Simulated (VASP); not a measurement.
A run of VASP 6.6.1:

File POSCAR:

```
GaP
1.0
    0.0000000000      2.5513725536      2.5513725536
    2.5513725536      0.0000000000      2.5513725536
    2.5513725536      2.5513725536      0.0000000000
Ga P
1 1
Direct
    0.0000000000      0.0000000000      0.0000000000
    0.5000000000      0.5000000000      0.5000000000
```

File INCAR.step1:

```
SYSTEM = GaP
ALGO = Normal ; EDIFF = 1E-4
ENCUT = 520 ; GGA = PE
ISMEAR = -1 ; LASPH = .TRUE.
LCHARG = .FALSE. ; LREAL = .FALSE.
LWAVE = .TRUE. ; NBANDS = 16
NELM = 80 ; PREC = Accurate
SIGMA = 0.03
```

INCAR.step2

```
SYSTEM = GaP
ALGO = Normal ; BPARAM = 11.95
CPARAM = 0.0093 ; EDIFF = 1E-6
ENCUT = 520 ; ISIF = 2
ISMEAR = -1 ; ISTART = 1
IVDW_NL = 2 ; LASPH = .TRUE.
LCHARG = .FALSE. ; LMIXTAU = .TRUE.
LREAL = .FALSE. ; LUSE_VDW = .TRUE.
LWAVE = .FALSE. ; METAGGA = R2SCAN
NBANDS = 16 ; NELM = 80
PREC = Accurate ; SIGMA = 0.03
```

KPOINTS

```
k-points
0
G
  10 10 10
  0 0 0
```

Potentials or basis: VASP PAW PBE potentials, release 64 (Ga_d, P).

Run with:

```bash
$ cat potpaw_PBE.64/Ga_d/POTCAR potpaw_PBE.64/P/POTCAR > POTCAR
$ cp INCAR.step1 INCAR
$ mpirun -np 1 vasp_std > vasp.out
$ cp INCAR.step2 INCAR
$ mpirun -np 1 vasp_std > vasp.out
```

Hardware: 1 thread of AMD EPYC 9R45 96-Core Processor (Zen 5), with other jobs on the host.

Task: Estimate the wall time of this run.

Result: Wall time 67 s on 1 thread of AMD EPYC 9R45 96-Core Processor (Zen 5), on a shared host, peak memory 0.25 GiB. Counts: k points 47.
